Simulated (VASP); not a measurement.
W16C, 17 atoms in the cell. The cell holds a slab with vacuum, 17 atoms: a = 6.367 Å, b = 6.367 Å, c = 20.143 Å, α = 90.00°, β = 90.00°, γ = 90.00°. 

| Property | Result |
| --- | --- |
| Program | VASP 6.6.1 |
| Task | single point |
| Functional | PBE |
| Potentials or basis | VASP PAW PBE potentials, release 64 (W_sv, C) |
| Cutoff | 520 eV |
| k mesh | 4 × 4 × 1 |
| Occupations | gaussian, width 0.1 eV |
| Spin | no spin polarisation |
| Dipole correction | yes |
| Further INCAR settings | LREAL = Auto; ALGO = Fast; EDIFF = 1e-06; NBANDS = 128 |

Potentials or basis: VASP PAW PBE potentials, release 64 (W_sv, C).

The run is started by

```console
$ cat potpaw_PBE.64/W_sv/POTCAR potpaw_PBE.64/C/POTCAR > POTCAR
$ mpirun -np 1 vasp_std > vasp.out
```

Hardware: 1 thread of Oxide Virtual Turin-like Processor, on a shared host.

Problem. How long does it take, and how much memory?

Solution. It took 50 min on 1 thread of Oxide Virtual Turin-like Processor, with other jobs on the host, peak memory 1 GiB. Counts: scf iterations 36, k points 9.
